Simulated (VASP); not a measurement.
# In6O (P6/mmm) in VASP: single point with PBE

Aim: the single point of In6O with PBE.

All numbers are computed with VASP 6.6.1; they aren't measurements. Logs are shortened: lines on timing, memory, paths and dates and some standing lists are left out, and cuts for length are marked.

### Step 1. The cell of the first run

Symmetry: P6/mmm, No. 191, hexagonal system. The conventional cell has a = 9.679 Å, b = 9.679 Å, c = 3.897 Å, α = 90.00°, β = 90.00°, γ = 120.00°. Within 3.7 Å of In (site symmetry -6m2) lie 3 In at 2.79 Å. Within 3.7 Å of In (site symmetry mmm) lie 2 In at 2.79 Å. In (site symmetry 6/mmm) has 2 O at 1.95 Å within 2.6 Å. Within 2.6 Å of O (site symmetry 6/mmm) lie 2 In at 1.95 Å.

### Step 2. Single point, PBE

Contents of INCAR:

```
PREC = Accurate ; ENCUT = 520
EDIFF = 1E-7 ; ISMEAR = 0
SIGMA = 0.2 ; LREAL = F
LASPH = T ; NELM = 60
ALGO = Normal ; ISIF = 2
LWAVE = F ; LCHARG = F
GGA = PE ; NBANDS = 51
```

Contents of KPOINTS:

```
Automatic mesh
0
Gamma
  3 3 4
```

Contents of POSCAR:

```
In6O
1.0
    9.6792867800      0.0000000000      0.0000000000
   -4.8396433900      8.3825082420      0.0000000000
    0.0000000000      0.0000000000      3.8971530512
In O
6 1
Direct
    0.3333333333      0.6666666667      0.0000000000
    0.6666666667      0.3333333333      0.0000000000
    0.5000000000      0.0000000000      0.0000000000
    0.0000000000      0.5000000000      0.0000000000
    0.5000000000      0.5000000000      0.0000000000
    0.0000000000      0.0000000000      0.5000000000
    0.0000000000      0.0000000000      0.0000000000
```

Potentials or basis: VASP PAW PBE potentials, release 64 (In_d, O).

The run is started by

```console
$ cat potpaw_PBE.64/In_d/POTCAR potpaw_PBE.64/O/POTCAR > POTCAR
$ mpirun -np 1 vasp_std > vasp.out
```

OUTCAR:

```text
PREC = Accurate
   ENCUT = 520
   EDIFF = 1E-7
   ISMEAR = 0
   LREAL = F
   LASPH = T
   NELM = 60
   ISIF = 2
   GGA = PE

 ion  position               nearest neighbor table
   1  0.333  0.667  0.000-   4 2.79   3 2.79   5 2.79
   2  0.667  0.333  0.000-   4 2.79   3 2.79   5 2.79
   3  0.500  0.000  0.000-   1 2.79   2 2.79
   4  0.000  0.500  0.000-   1 2.79   2 2.79
   5  0.500  0.500  0.000-   1 2.79   2 2.79
   6  0.000  0.000  0.500-   7 1.95   7 1.95
   7  0.000  0.000  0.000-   6 1.95   6 1.95

  LATTYP: Found a hexagonal cell.
 ALAT       =     9.6792867800
 C/A-ratio  =     0.4026281212

  Lattice vectors:

 A1 = (   9.6792867800,   0.0000000000,   0.0000000000)
 A2 = (  -4.8396433900,   8.3825082420,   0.0000000000)
 A3 = (   0.0000000000,   0.0000000000,   3.8971530512)

Analysis of symmetry for initial positions (statically):
=====================================================================
 Subroutine PRICEL returns:
 Original cell was already a primitive cell.

 Routine SETGRP: Setting up the symmetry group for a
 hexagonal supercell.

 Subroutine GETGRP returns: Found 24 space group operations
 (whereof 24 operations were pure point group operations)
 out of a pool of 24 trial point group operations.

The static configuration has the point symmetry D_6h.

Analysis of symmetry for dynamics (positions and initial velocities):
=====================================================================
 Subroutine PRICEL returns:
 Original cell was already a primitive cell.

 Routine SETGRP: Setting up the symmetry group for a
 hexagonal supercell.

 Subroutine GETGRP returns: Found 24 space group operations
 (whereof 24 operations were pure point group operations)
 out of a pool of 24 trial point group operations.

The dynamic configuration has the point symmetry D_6h.

 Subroutine INISYM returns: Found 24 space group operations
 (whereof 24 operations are pure point group operations),
 and found     1 'primitive' translations

----------------------------------------------------------------------------------------

                                     Primitive cell

  volume of cell :     316.2021

  direct lattice vectors                    reciprocal lattice vectors
     9.679286780  0.000000000  0.000000000     0.103313397  0.059648018  0.000000000
    -4.839643390  8.382508242  0.000000000     0.000000000  0.119296035  0.000000000
     0.000000000  0.000000000  3.897153051     0.000000000  0.000000000  0.256597569

  length of vectors
     9.679286780  9.679286780  3.897153051     0.119296035  0.119296035  0.256597569

  position of ions in fractional coordinates (direct lattice)
     0.333333333  0.666666667  0.000000000
     0.666666667  0.333333333  0.000000000
     0.500000000  0.000000000  0.000000000
     0.000000000  0.500000000  0.000000000
     0.500000000  0.500000000  0.000000000
     0.000000000  0.000000000  0.500000000
     0.000000000  0.000000000  0.000000000

  ion indices of the primitive-cell ions
   primitive index   ion index
                 1           1
                 2           2
                 3           3
                 4           4
                 5           5
                 6           6
                 7           7

----------------------------------------------------------------------------------------

 KPOINTS: Automatic mesh

Automatic generation of k-mesh.
 Grid dimensions read from file:
 generate k-points for:    3    3    4

 Generating k-lattice:

  Cartesian coordinates                     Fractional coordinates (reciprocal lattice)
     0.034437799  0.019882673  0.000000000     0.333333333  0.000000000  0.000000000
     0.000000000  0.039765345  0.000000000     0.000000000  0.333333333  0.000000000
     0.000000000  0.000000000  0.064149392     0.000000000  0.000000000  0.250000000

  Length of vectors
     0.039765345  0.039765345  0.064149392

  Shift w.r.t. Gamma in fractional coordinates (k-lattice)
     0.000000000  0.000000000  0.000000000

 Subroutine IBZKPT returns following result:
 ===========================================

 Found      9 irreducible k-points:

 Following reciprocal coordinates:
            Coordinates               Weight
  0.000000  0.000000  0.000000      1.000000
  0.333333  0.000000  0.000000      6.000000
  0.333333  0.333333  0.000000      2.000000
  0.000000  0.000000  0.250000      2.000000
  0.333333  0.000000  0.250000     12.000000
  0.333333  0.333333  0.250000      4.000000
  0.000000  0.000000  0.500000      1.000000
  0.333333  0.000000  0.500000      6.000000
  0.333333  0.333333  0.500000      2.000000
   k-points           NKPTS =      9   k-points in BZ     NKDIM =      9   number of bands    NBANDS=     51
   number of dos      NEDOS =    301   number of ions     NIONS =      7
   total plane-waves  NPLWV = 155520
   dimension x,y,z NGX =    72 NGY =   72 NGZ =   30
   dimension x,y,z NGXF=   144 NGYF=  144 NGZF=   60
   ions per type =               6   1
   NGX,Y,Z   is equivalent  to a cutoff of  12.37, 12.37, 12.80 a.u.
   NGXF,Y,Z  is equivalent  to a cutoff of  24.73, 24.73, 25.59 a.u.
 SYSTEM =  unknown system
   PREC   = accura    normal or accurate (medium, high low for compatibility)
   ISTART =      0    job   : 0-new  1-cont  2-samecut
   ICHARG =      2    charge: 1-file 2-atom 10-const
   ISPIN  =      1    spin polarized calculation?
   LNONCOLLINEAR =      F non collinear calculations
   LSORBIT =      F    spin-orbit coupling
   LASPH  =      T    aspherical Exc in radial PAW
   ENCUT  =  520.0 eV  38.22 Ry    6.18 a.u.  18.00 18.00  7.25*2*pi/ulx,y,z
   NELM   =     60;   NELMIN=  2; NELMDL= -5     # of ELM steps
   EDIFF  = 0.1E-06   stopping-criterion for ELM
   LREAL  =      F    real-space projection
   EDIFFG = 0.1E-05   stopping-criterion for IOM
   NSW    =      0    number of steps for IOM
   IBRION =     -1    ionic relax: 0-MD 1-quasi-New 2-CG
   NFREE  =      0    steps in history (QN), initial steepest desc. (CG)
   ISIF   =      2    stress and relaxation
   ISYM   =      2    0-nonsym 1-usesym 2-fastsym
   POTIM  = 0.5000    time-step for ionic-motion
   TEBEG  =    0.0;   TEEND  =   0.0 temperature during run
   PSTRESS=    0.0 pullay stress
   NELECT =      84.0000    total number of electrons
   NUPDOWN=      -1.0000    fix difference up-down
   EMIN   =  10.00;   EMAX   =-10.00  energy-range for DOS
   EFERMI =   0.00;   METHOD = LEGACY
   ISMEAR =     0;   SIGMA  =   0.20  broadening in eV -4-tet -1-fermi 0-gaus
   EFERMI_NEDOS =   21; number of points for ismear=-14 and -15
   IALGO  =     38    algorithm
   IMIX   =      4    mixing-type and parameters
     AMIX     =   0.40;   BMIX     =  1.00
     AMIX_MAG =   1.60;   BMIX_MAG =  1.00
  volume/ion in A,a.u.               =      45.17       304.83
  Fermi-wavevector in a.u.,A,eV,Ry     =   1.052397  1.988742 15.068993  1.107540
  Thomas-Fermi vector in A             =   2.187478
   LORBIT       =      0    0 simple, 1 ext, 2 COOP (PROOUT), +10 PAW based schemes
   GGA     = PE    functional components
   LHFCALC =     F    Hartree Fock is set to
   AEXX    =    0.0000 exact exchange contribution
   IVDW    =     0    specifies the selected vdW correction
   LEPSILON=     F    determine dielectric tensor
   LRPA    =     F    only Hartree local field effects (RPA)
 non-spin polarized calculation
 Gauss-broadening in eV      SIGMA  =   0.20
  energy-cutoff  :      520.00
  volume of cell :      316.20
 maximum number of plane-waves:      8550
 NGX is ok and might be reduce to    72
   NGX = 35   NGY = 35   NGZ = 15

 number of electron      83.9999975 magnetization

 Free energy of the ion-electron system (eV)
  ---------------------------------------------------
  ext. energy  EPLUGINS =         0.00000000
  ---------------------------------------------------
  free energy    TOTEN  =       -18.09068663 eV

  energy without entropy =      -18.01988755  energy(sigma->0) =      -18.05528709

 E-fermi :   2.1760     XC(G=0):  -7.0719

 val. band max:        2.1195326757   @ k =   0.3333   0.0000   0.2500
 cond. band min:       2.2976398132   @ k =   0.3333   0.3333   0.0000
 fundamental gap:      0.1781071375
 Fermi energy:         2.1759774359

 k-point     1 :       0.0000    0.0000    0.0000
  band No.  band energies     occupation
      1     -17.4689      2.00000
      2     -13.0525      2.00000
      3     -13.0525      2.00000
      4     -12.9920      2.00000
      5     -12.8093      2.00000
      6     -12.8093      2.00000
[... 43 lines left out ...]
     50       5.7134      0.00000
     51       6.6995      0.00000

 k-point     2 :       0.3333    0.0000    0.0000
  band No.  band energies     occupation
      1     -17.4689      2.00000
      2     -13.0354      2.00000
      3     -13.0305      2.00000
      4     -12.9990      2.00000
      5     -12.8093      2.00000
      6     -12.8093      2.00000
[... 43 lines left out ...]
     50       5.8713      0.00000
     51       6.4790      0.00000

 k-point     3 :       0.3333    0.3333    0.0000
  band No.  band energies     occupation
      1     -17.4689      2.00000
      2     -13.0169      2.00000
      3     -13.0143      2.00000
      4     -13.0143      2.00000
      5     -12.8093      2.00000
      6     -12.8093      2.00000
[... 43 lines left out ...]
     50       5.4366      0.00000
     51       6.8670      0.00000
[... 217 lines left out ...]
 k-point     8 :       0.3333    0.0000    0.5000
  band No.  band energies     occupation
      1     -16.2486      2.00000
      2     -13.3052      2.00000
      3     -13.0294      2.00000
      4     -13.0221      2.00000
      5     -12.9823      2.00000
      6     -12.8066      2.00000
[... 43 lines left out ...]
     50       4.3175      0.00000
     51       4.6593      0.00000

 k-point     9 :       0.3333    0.3333    0.5000
  band No.  band energies     occupation
      1     -16.2487      2.00000
      2     -13.3052      2.00000
      3     -13.0107      2.00000
      4     -13.0024      2.00000
      5     -13.0024      2.00000
      6     -12.8066      2.00000
[... 43 lines left out ...]
     50       4.3573      0.00000
     51       4.3820      0.00000

------------------------ aborting loop because EDIFF is reached ----------------------------------------

  FORCE on cell =-STRESS in cart. coord.  units (eV):
  Direction    XX          YY          ZZ          XY          YZ          ZX
  --------------------------------------------------------------------------------------
  -------------------------------------------------------------------------------------
  Total        1.4336545      1.4336545      0.8822885      0.0000000      0.0000000      0.0000000
  in kB        7.2642416      7.2642416      4.4705031      0.0000000      0.0000000      0.0000000
  external PRESSURE =       6.3329954 kB  Pullay stress =       0.0000000 kB

 VOLUME and BASIS-vectors are now :
 -----------------------------------------------------------------------------
  energy-cutoff  :      520.00
  volume of cell :      316.20
      direct lattice vectors                 reciprocal lattice vectors
     9.679286780  0.000000000  0.000000000     0.103313397  0.059648018  0.000000000
    -4.839643390  8.382508242  0.000000000     0.000000000  0.119296035  0.000000000
     0.000000000  0.000000000  3.897153051     0.000000000  0.000000000  0.256597569

 POSITION                                       TOTAL-FORCE (eV/Angst)
 -----------------------------------------------------------------------------------
     -0.00000      5.58834      0.00000        -0.000000      0.000000      0.000000
      4.83964      2.79417      0.00000         0.000000     -0.000000      0.000000
      4.83964      0.00000      0.00000         0.000000      0.000000      0.000000
     -2.41982      4.19125      0.00000         0.000000      0.000000      0.000000
      2.41982      4.19125      0.00000         0.000000      0.000000      0.000000
      0.00000      0.00000      1.94858         0.000000      0.000000      0.000000
      0.00000      0.00000      0.00000         0.000000      0.000000      0.000000
 -----------------------------------------------------------------------------------
    total drift:                                0.000000     -0.000000      0.000000

  FREE ENERGIE OF THE ION-ELECTRON SYSTEM (eV)
  ---------------------------------------------------
  free  energy   TOTEN  =       -18.0906866268 eV

  energy  without entropy=      -18.0198875461  energy(sigma->0) =      -18.05528709
```

Wall time 2.5 min (1 thread of Intel Xeon Platinum 8488C (Sapphire Rapids), shared host); peak memory 0.43 GiB.

Results:

```
Free energy            : -18.0907 eV
Pressure               : 0.6 GPa
Band gap on the k mesh : zero (band 42 reaches 2.39 eV, above the bottom of band 43 at 1.79 eV)
```

Caveat: the k points lie up to 0.40 Å⁻¹ apart; spin-orbit coupling is left out, which moves the levels of the heavy elements.
